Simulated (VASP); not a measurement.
# AlRu (Pm-3m) in VASP: settings compared, part 2 of 2

VASP 6.6.1.

## (4) Single point, PBE

This run uses another cell than the first one, of 13.56 Å³/atom, 1.031 times its volume.

INCAR reads:

```
ALGO = Fast
EDIFF = 1E-6
ENCUT = 520
GGA = PE
ISIF = 2
ISMEAR = 0
LASPH = True
LCHARG = False
LREAL = False
LWAVE = False
NBANDS = 16
NELM = 60
PREC = Accurate
SIGMA = 0.1
```

KPOINTS reads:

```
k-points
0
Gamma
  14 14 14
```

POSCAR reads:

```
AlRu
1.0
    3.0040847245      0.0000000000      0.0000000000
    0.0000000000      3.0040847245      0.0000000000
    0.0000000000      0.0000000000      3.0040847245
Al Ru
1 1
Direct
    0.0000000000      0.0000000000      0.0000000000
    0.5000000000      0.5000000000      0.5000000000
```

Potentials or basis: VASP PAW PBE potentials, release 64 (Al, Ru_pv).

Started as:

```
$ cat potpaw_PBE.64/Al/POTCAR potpaw_PBE.64/Ru_pv/POTCAR > POTCAR
$ mpirun -np 1 vasp_std > vasp.out
```

OUTCAR:

```text
EDIFF = 1E-6
   ENCUT = 520
   GGA = PE
   ISIF = 2
   ISMEAR = 0
   LASPH = True
   LREAL = False
   NELM = 60
   PREC = Accurate

 ion  position               nearest neighbor table
   1  0.000  0.000  0.000-   2 2.60   2 2.60   2 2.60   2 2.60   2 2.60   2 2.60   2 2.60   2 2.60

   2  0.500  0.500  0.500-   1 2.60   1 2.60   1 2.60   1 2.60   1 2.60   1 2.60   1 2.60   1 2.60

  LATTYP: Found a simple cubic cell.
 ALAT       =     3.0040847245

  Lattice vectors:

 A1 = (   3.0040847245,   0.0000000000,   0.0000000000)
 A2 = (   0.0000000000,   3.0040847245,   0.0000000000)
 A3 = (   0.0000000000,   0.0000000000,   3.0040847245)

Analysis of symmetry for initial positions (statically):
=====================================================================
 Subroutine PRICEL returns:
 Original cell was already a primitive cell.

 Routine SETGRP: Setting up the symmetry group for a
 simple cubic supercell.

 Subroutine GETGRP returns: Found 48 space group operations
 (whereof 48 operations were pure point group operations)
 out of a pool of 48 trial point group operations.

The static configuration has the point symmetry O_h .

Analysis of symmetry for dynamics (positions and initial velocities):
=====================================================================
 Subroutine PRICEL returns:
 Original cell was already a primitive cell.

 Routine SETGRP: Setting up the symmetry group for a
 simple cubic supercell.

 Subroutine GETGRP returns: Found 48 space group operations
 (whereof 48 operations were pure point group operations)
 out of a pool of 48 trial point group operations.

The dynamic configuration has the point symmetry O_h .

 Subroutine INISYM returns: Found 48 space group operations
 (whereof 48 operations are pure point group operations),
 and found     1 'primitive' translations

[... 108 lines left out ...]
   EFERMI =   0.00;   METHOD = LEGACY
   ISMEAR =     0;   SIGMA  =   0.10  broadening in eV -4-tet -1-fermi 0-gaus
   EFERMI_NEDOS =   21; number of points for ismear=-14 and -15
   IALGO  =     68    algorithm
   IMIX   =      4    mixing-type and parameters
     AMIX     =   0.40;   BMIX     =  1.00
     AMIX_MAG =   1.60;   BMIX_MAG =  1.00
  volume/ion in A,a.u.               =      13.56        91.48
  Fermi-wavevector in a.u.,A,eV,Ry     =   1.401239  2.647958 26.714651  1.963471
  Thomas-Fermi vector in A             =   2.524120
   LORBIT       =      0    0 simple, 1 ext, 2 COOP (PROOUT), +10 PAW based schemes
   GGA     = PE    functional components
   LHFCALC =     F    Hartree Fock is set to
   AEXX    =    0.0000 exact exchange contribution
   IVDW    =     0    specifies the selected vdW correction
   LEPSILON=     F    determine dielectric tensor
   LRPA    =     F    only Hartree local field effects (RPA)
 non-spin polarized calculation
 RMM-DIIS sequential band-by-band and
 Gauss-broadening in eV      SIGMA  =   0.10
  energy-cutoff  :      520.00
  volume of cell :       27.11
 maximum number of plane-waves:       742
 NGX is ok and might be reduce to    24
   NGX = 11   NGY = 11   NGZ = 11

 number of electron      16.9999996 magnetization

 Free energy of the ion-electron system (eV)
  ---------------------------------------------------
  ext. energy  EPLUGINS =         0.00000000
  ---------------------------------------------------
  free energy    TOTEN  =       -14.25815761 eV

  energy without entropy =      -14.24831944  energy(sigma->0) =      -14.25323853

 E-fermi :  10.5393     XC(G=0): -12.5022

 val. band max:       10.5240964271   @ k =   0.5000   0.2857   0.1429
 cond. band min:      10.5400332829   @ k =   0.1429   0.0714   0.0714
 fundamental gap:      0.0159368558
 Fermi energy:        10.5392702154

 k-point     1 :       0.0000    0.0000    0.0000
  band No.  band energies     occupation
      1     -31.2203      2.00000
      2     -31.2203      2.00000
      3     -31.2203      2.00000
      4       0.9395      2.00000
      5       7.0450      2.00000
      6       7.0450      2.00000
[... 433 lines left out ...]
      3     -31.1998      2.00000
      4       3.7646      2.00000
      5       6.6684      2.00000
      6       8.0420      2.00000
[... 8 lines left out ...]
     15      22.9632      0.00000
     16      24.7932      0.00000

 [... further k-points ...]
[... 5 lines left out ...]
  --------------------------------------------------------------------------------------
  -------------------------------------------------------------------------------------
  Total       -0.0057173     -0.0057173     -0.0057173     -0.0000000      0.0000000     -0.0000000
  in kB       -0.3378797     -0.3378797     -0.3378797     -0.0000000      0.0000000     -0.0000000
  external PRESSURE =      -0.3378797 kB  Pullay stress =       0.0000000 kB

 VOLUME and BASIS-vectors are now :
 -----------------------------------------------------------------------------
  energy-cutoff  :      520.00
  volume of cell :       27.11
      direct lattice vectors                 reciprocal lattice vectors
     3.004084725  0.000000000  0.000000000     0.332880092  0.000000000  0.000000000
     0.000000000  3.004084725  0.000000000     0.000000000  0.332880092  0.000000000
     0.000000000  0.000000000  3.004084725     0.000000000  0.000000000  0.332880092

 POSITION                                       TOTAL-FORCE (eV/Angst)
 -----------------------------------------------------------------------------------
      0.00000      0.00000      0.00000         0.000000      0.000000      0.000000
      1.50204      1.50204      1.50204         0.000000      0.000000      0.000000
 -----------------------------------------------------------------------------------
    total drift:                                0.000000     -0.000000     -0.000000

  FREE ENERGIE OF THE ION-ELECTRON SYSTEM (eV)
  ---------------------------------------------------
  free  energy   TOTEN  =       -14.2581576110 eV

  energy  without entropy=      -14.2483194446  energy(sigma->0) =      -14.25323853
```

OSZICAR:

```text
N       E                     dE             d eps       ncg     rms          rms(c)
DAV:   1     0.116893094249E+03    0.11689E+03   -0.91783E+03  3904   0.987E+02
DAV:   2    -0.130278103291E+02   -0.12992E+03   -0.12357E+03  4504   0.292E+02
DAV:   3    -0.149157410500E+02   -0.18879E+01   -0.18829E+01  4856   0.369E+01
DAV:   4    -0.149297718455E+02   -0.14031E-01   -0.14013E-01  4848   0.336E+00
DAV:   5    -0.149300011256E+02   -0.22928E-03   -0.22870E-03  4640   0.405E-01    0.119E+01
RMM:   6    -0.143496424286E+02    0.58036E+00   -0.20463E+00  3929   0.111E+01    0.235E+00
RMM:   7    -0.142728306287E+02    0.76812E-01   -0.13578E-01  4018   0.297E+00    0.192E+00
RMM:   8    -0.142583436079E+02    0.14487E-01   -0.15244E-02  4189   0.908E-01    0.193E-01
RMM:   9    -0.142581641825E+02    0.17943E-03   -0.10698E-03  4311   0.269E-01    0.122E-01
RMM:  10    -0.142581583200E+02    0.58624E-05   -0.10611E-04  4497   0.963E-02    0.161E-02
RMM:  11    -0.142581584021E+02   -0.82018E-07   -0.22472E-05  4506   0.377E-02    0.192E-02
RMM:  12    -0.142581576110E+02    0.79107E-06   -0.64884E-06  4155   0.211E-02
   1 F= -.14258158E+02 E0= -.14253239E+02  d E =-.983817E-02
```

stdout:

```text
POSCAR found type information on POSCAR AlRu
 POSCAR found :  2 types and       2 ions
 scaLAPACK will be used
 LDA part: xc-table for (Slater+PW92), standard interpolation
 POSCAR, INCAR and KPOINTS ok, starting setup
 FFT: planning ... GRIDC
 FFT: planning ... GRID_SOFT
 FFT: planning ... GRID
 WAVECAR not read
 entering main loop
```

Run time: 40 s. Hardware: 1 thread of Intel Xeon 8259CL, shared host; peak memory 0.17 GiB.

Results:

```yaml
Free_energy: -14.2582 eV
Pressure: 0.0 GPa
```

Levels at points of the mesh, in eV from the Fermi level:
```csv
k point,band 7,band 8,band 9,band 10,band 11,band 12
"(0.00, 0.00, 0.00)",0.18,0.18,0.18,6.02,6.02,6.02
"(0.50, 0.00, 0.00)",-1.57,-1.57,0.42,2.25,7.46,10.97
"(0.50, 0.50, 0.00)",-1.36,-1.14,-1.14,1.51,5.23,6.11
"(0.50, 0.50, 0.50)",1.60,1.60,2.50,4.11,4.11,4.11
```

## (5) Single point, PBE

This run uses another cell than the first one, of 13.39 Å³/atom, 1.018 times its volume.

INCAR reads:

```
  ALGO = Fast
  EDIFF = 1E-7
  ENCUT = 520
  GGA = PE
  ISIF = 2
  ISMEAR = 0
  LASPH = T
  LCHARG = T
  LELF = T
  LREAL = F
  LVHAR = T
  LWAVE = F
  NBANDS = 16
  NELM = 100
  PREC = Accurate
  SIGMA = 0.1
```

KPOINTS is that of step 4.

POSCAR reads:

```
AlRu
1.0
    2.9916000000      0.0000000000      0.0000000000
    0.0000000000      2.9916000000      0.0000000000
    0.0000000000      0.0000000000      2.9916000000
Al Ru
1 1
Direct
    0.0000000000      0.0000000000      0.0000000000
    0.5000000000      0.5000000000      0.5000000000
```

Potentials or basis: VASP PAW PBE potentials, release 64 (Al, Ru_pv).

Started as:

```
$ cat potpaw_PBE.64/Al/POTCAR potpaw_PBE.64/Ru_pv/POTCAR > POTCAR
$ mpirun -np 1 vasp_std > vasp.out
```

OUTCAR:

```text
EDIFF = 1E-7
   ENCUT = 520
   GGA = PE
   ISIF = 2
   ISMEAR = 0
   LASPH = T
   LREAL = F
   NELM = 100
   PREC = Accurate

 ion  position               nearest neighbor table
   1  0.000  0.000  0.000-   2 2.59   2 2.59   2 2.59   2 2.59   2 2.59   2 2.59   2 2.59   2 2.59

   2  0.500  0.500  0.500-   1 2.59   1 2.59   1 2.59   1 2.59   1 2.59   1 2.59   1 2.59   1 2.59

  LATTYP: Found a simple cubic cell.
 ALAT       =     2.9916000000

  Lattice vectors:

 A1 = (   2.9916000000,   0.0000000000,   0.0000000000)
 A2 = (   0.0000000000,   2.9916000000,   0.0000000000)
 A3 = (   0.0000000000,   0.0000000000,   2.9916000000)

Analysis of symmetry for initial positions (statically):
=====================================================================
 Subroutine PRICEL returns:
 Original cell was already a primitive cell.

 Routine SETGRP: Setting up the symmetry group for a
 simple cubic supercell.

 Subroutine GETGRP returns: Found 48 space group operations
 (whereof 48 operations were pure point group operations)
 out of a pool of 48 trial point group operations.

The static configuration has the point symmetry O_h .

Analysis of symmetry for dynamics (positions and initial velocities):
=====================================================================
 Subroutine PRICEL returns:
 Original cell was already a primitive cell.

 Routine SETGRP: Setting up the symmetry group for a
 simple cubic supercell.

 Subroutine GETGRP returns: Found 48 space group operations
 (whereof 48 operations were pure point group operations)
 out of a pool of 48 trial point group operations.

The dynamic configuration has the point symmetry O_h .

 Subroutine INISYM returns: Found 48 space group operations
 (whereof 48 operations are pure point group operations),
 and found     1 'primitive' translations

[... 105 lines left out ...]
   NELECT =      17.0000    total number of electrons
   NUPDOWN=      -1.0000    fix difference up-down
   EMIN   =  10.00;   EMAX   =-10.00  energy-range for DOS
   EFERMI =   0.00;   METHOD = LEGACY
   ISMEAR =     0;   SIGMA  =   0.10  broadening in eV -4-tet -1-fermi 0-gaus
   EFERMI_NEDOS =   21; number of points for ismear=-14 and -15
   IALGO  =     68    algorithm
   IMIX   =      4    mixing-type and parameters
     AMIX     =   0.40;   BMIX     =  1.00
     AMIX_MAG =   1.60;   BMIX_MAG =  1.00
  volume/ion in A,a.u.               =      13.39        90.34
  Fermi-wavevector in a.u.,A,eV,Ry     =   1.407087  2.659009 26.938090  1.979894
  Thomas-Fermi vector in A             =   2.529382
   LORBIT       =      0    0 simple, 1 ext, 2 COOP (PROOUT), +10 PAW based schemes
   GGA     = PE    functional components
   LHFCALC =     F    Hartree Fock is set to
   AEXX    =    0.0000 exact exchange contribution
   IVDW    =     0    specifies the selected vdW correction
   LEPSILON=     F    determine dielectric tensor
   LRPA    =     F    only Hartree local field effects (RPA)
 non-spin polarized calculation
 RMM-DIIS sequential band-by-band and
 Gauss-broadening in eV      SIGMA  =   0.10
  energy-cutoff  :      520.00
  volume of cell :       26.77
 maximum number of plane-waves:       739
 NGX is ok and might be reduce to    24
   NGX = 11   NGY = 11   NGZ = 11

 number of electron      16.9999995 magnetization

 Free energy of the ion-electron system (eV)
  ---------------------------------------------------
  ext. energy  EPLUGINS =         0.00000000
  ---------------------------------------------------
  free energy    TOTEN  =       -14.25540549 eV

  energy without entropy =      -14.24573391  energy(sigma->0) =      -14.25056970

 E-fermi :  10.7145     XC(G=0): -12.5661

 val. band max:       10.7020341204   @ k =   0.5000   0.2857   0.1429
 cond. band min:      10.7158060580   @ k =   0.1429   0.0714   0.0714
 fundamental gap:      0.0137719377
 Fermi energy:        10.7144919145

 k-point     1 :       0.0000    0.0000    0.0000
  band No.  band energies     occupation
      1     -31.0482      2.00000
      2     -31.0482      2.00000
      3     -31.0482      2.00000
      4       1.0419      2.00000
      5       7.1530      2.00000
      6       7.1530      2.00000
[... 433 lines left out ...]
      3     -31.0267      2.00000
      4       3.8914      2.00000
      5       6.7932      2.00000
      6       8.1741      2.00000
[... 8 lines left out ...]
     15      23.2650      0.00000
     16      25.0749      0.00000

 [... further k-points ...]
[... 5 lines left out ...]
  --------------------------------------------------------------------------------------
  -------------------------------------------------------------------------------------
  Total        0.4284576      0.4284576      0.4284576      0.0000000      0.0000000      0.0000000
  in kB       25.6394026     25.6394026     25.6394026      0.0000000      0.0000000      0.0000000
  external PRESSURE =      25.6394026 kB  Pullay stress =       0.0000000 kB

 VOLUME and BASIS-vectors are now :
 -----------------------------------------------------------------------------
  energy-cutoff  :      520.00
  volume of cell :       26.77
      direct lattice vectors                 reciprocal lattice vectors
     2.991600000  0.000000000  0.000000000     0.334269287  0.000000000  0.000000000
     0.000000000  2.991600000  0.000000000     0.000000000  0.334269287  0.000000000
     0.000000000  0.000000000  2.991600000     0.000000000  0.000000000  0.334269287

 POSITION                                       TOTAL-FORCE (eV/Angst)
 -----------------------------------------------------------------------------------
      0.00000      0.00000      0.00000         0.000000      0.000000      0.000000
      1.49580      1.49580      1.49580         0.000000      0.000000      0.000000
 -----------------------------------------------------------------------------------
    total drift:                                0.000000     -0.000000     -0.000000

  FREE ENERGIE OF THE ION-ELECTRON SYSTEM (eV)
  ---------------------------------------------------
  free  energy   TOTEN  =       -14.2554054922 eV

  energy  without entropy=      -14.2457339131  energy(sigma->0) =      -14.25056970
```

OSZICAR:

```text
N       E                     dE             d eps       ncg     rms          rms(c)
DAV:   1     0.116347048697E+03    0.11635E+03   -0.91457E+03  3904   0.985E+02
DAV:   2    -0.130460565749E+02   -0.12939E+03   -0.12317E+03  4424   0.293E+02
DAV:   3    -0.149166109604E+02   -0.18706E+01   -0.18632E+01  4960   0.368E+01
DAV:   4    -0.149304478961E+02   -0.13837E-01   -0.13821E-01  4800   0.332E+00
DAV:   5    -0.149306462588E+02   -0.19836E-03   -0.19795E-03  4704   0.385E-01    0.122E+01
RMM:   6    -0.143431828714E+02    0.58746E+00   -0.20310E+00  3925   0.111E+01    0.237E+00
RMM:   7    -0.142699418873E+02    0.73241E-01   -0.13131E-01  4018   0.293E+00    0.198E+00
RMM:   8    -0.142555807667E+02    0.14361E-01   -0.14842E-02  4205   0.899E-01    0.192E-01
RMM:   9    -0.142554105816E+02    0.17019E-03   -0.10489E-03  4330   0.269E-01    0.123E-01
RMM:  10    -0.142554059558E+02    0.46258E-05   -0.10987E-04  4499   0.977E-02    0.170E-02
RMM:  11    -0.142554060880E+02   -0.13221E-06   -0.24090E-05  4532   0.395E-02    0.197E-02
RMM:  12    -0.142554051648E+02    0.92317E-06   -0.71190E-06  4685   0.222E-02    0.365E-03
RMM:  13    -0.142554054572E+02   -0.29236E-06   -0.13736E-06  4528   0.101E-02    0.698E-03
RMM:  14    -0.142554053193E+02    0.13789E-06   -0.36652E-07  3745   0.503E-03    0.109E-02
RMM:  15    -0.142554055118E+02   -0.19253E-06   -0.83158E-08  2950   0.251E-03    0.585E-03
RMM:  16    -0.142554054922E+02    0.19644E-07   -0.18922E-08  2438   0.116E-03
   1 F= -.14255405E+02 E0= -.14250570E+02  d E =-.967158E-02
```

stdout:

```text
POSCAR found type information on POSCAR AlRu
 POSCAR found :  2 types and       2 ions
 scaLAPACK will be used
 LDA part: xc-table for (Slater+PW92), standard interpolation
 POSCAR, INCAR and KPOINTS ok, starting setup
 FFT: planning ... GRIDC
 FFT: planning ... GRID_SOFT
 FFT: planning ... GRID
 WAVECAR not read
 entering main loop
```

Wall time 59 s (1 thread of Intel Xeon 8259CL, shared host); peak memory 0.17 GiB.

What came out:

```yaml
Free_energy: -14.2554 eV
Pressure: 2.6 GPa
```

Levels at points of the mesh, in eV from the Fermi level:
```tsv
k point	band 5	band 6	band 7	band 8	band 9	band 10	band 11	band 12	band 13	band 14
(0.00, 0.00, 0.00)	-3.56	-3.56	0.18	0.18	0.18	6.08	6.08	6.08	10.98	10.98
(0.50, 0.00, 0.00)	-5.48	-2.76	-1.60	-1.60	0.43	2.30	7.45	11.03	11.03	12.74
(0.50, 0.50, 0.00)	-3.06	-1.36	-1.36	-1.16	-1.16	1.54	5.32	6.24	10.59	14.48
(0.50, 0.50, 0.50)	-4.63	-4.63	1.63	1.63	2.58	4.14	4.14	4.14	8.54	8.54
```

## (6) The runs side by side

```csv
level,cell,gap on the mesh (eV),pressure (GPa)
PBE,"a = 2.974 Å, 2 atoms",none,6.6
PBE+D3(BJ),"a = 2.980 Å, 2 atoms",none,-1.3
PBE,"a = 3.004 Å, 2 atoms",none,0.0
PBE,"a = 2.992 Å, 2 atoms",none,2.6
```

Alike in all rows: task single point; potentials or basis VASP PAW PBE potentials, release 64 (Al, Ru_pv); no spin polarisation; k mesh 14 × 14 × 14; cutoff (eV) 520; smearing gaussian 0.1 eV.

Caveats: three body term missing (some runs); pairwise dispersion overbinds metals, which lowers pressure and volume (some runs).

Absolute energies hang on the potentials; compare differences alone.
